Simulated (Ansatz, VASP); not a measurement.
## One calculation of Te, two programs

```xyz
1
Lattice="2.1735 1.2549 1.8388 -2.1735 1.2549 1.8388 0.0000 -2.5097 1.8388" Properties=species:S:1:pos:R:3 pbc="T T T"
Te    0.0000    0.0000    2.7581
```

Alike in both runs: task single point; functional PBE; k mesh 15 × 15 × 15; occupations gaussian, width 0.15 eV; no spin polarisation.

```csv
,VASP,Ansatz
version,VASP 6.6.1,Ansatz 0.2.0
potentials or method,"VASP PAW PBE potentials, release 64 (Te), cutoff 520 eV","scalar-relativistic, plane waves, PAW"
valence electrons in the cell,6,16
```

```csv
,VASP,Ansatz,Ansatz less VASP
gap on the k mesh at the Fermi level (eV),none,none,-
pressure (GPa),5.1,5.1,+0.02
"traceless stress, the component that is largest in VASP (GPa)",0.12,0.12,-0.002
```

A gap of «none» marks a metal or a gap that the smearing closes. VASP's potentials hold 6 valence electrons a cell and Ansatz's 16, so a difference there can come from the potentials and not from the codes.

Spin-orbit coupling is off throughout.
